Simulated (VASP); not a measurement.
A run of VASP 6.6.1 is set up as follows.

File INCAR:

```
PREC = Accurate
ENCUT = 520
EDIFF = 1E-7
ISMEAR = 0
SIGMA = 0.1
LREAL = False
LASPH = True
NELM = 80
ALGO = Fast
ISIF = 2
LWAVE = False
LCHARG = False
GGA = PS
NBANDS = 22
```

The input KPOINTS:

```
Automatic mesh
0
Gamma
  12 12 12
```

File POSCAR:

```
Bi
1.0
    2.2622616810      1.3061173905      3.8842931724
   -2.2622616810      1.3061173905      3.8842931724
    0.0000000000     -2.6122347810      3.8842931724
Bi
2
Direct
    0.2366976371      0.2366976371      0.2366976371
    0.7633023629      0.7633023629      0.7633023629
```

Potentials or basis: VASP PAW PBE potentials, release 64 (Bi_d).

Run with:

```sh
$ cat potpaw_PBE.64/Bi_d/POTCAR > POTCAR
$ mpirun -np 1 vasp_std > vasp.out
```

(1) Predict the pressure.

(2) Predict the band gap on the k mesh.

(3) Estimate the largest force.

Answers

(1) -0.1 GPa.

(2) zero (bands 15 and 16 overlap by 0.20 eV).

(3) 0.005 eV/Å.

Caveat: the PAW data sets were made with another functional, which shifts forces and pressure a little; spin-orbit coupling is left out, which moves the levels of the heavy elements.
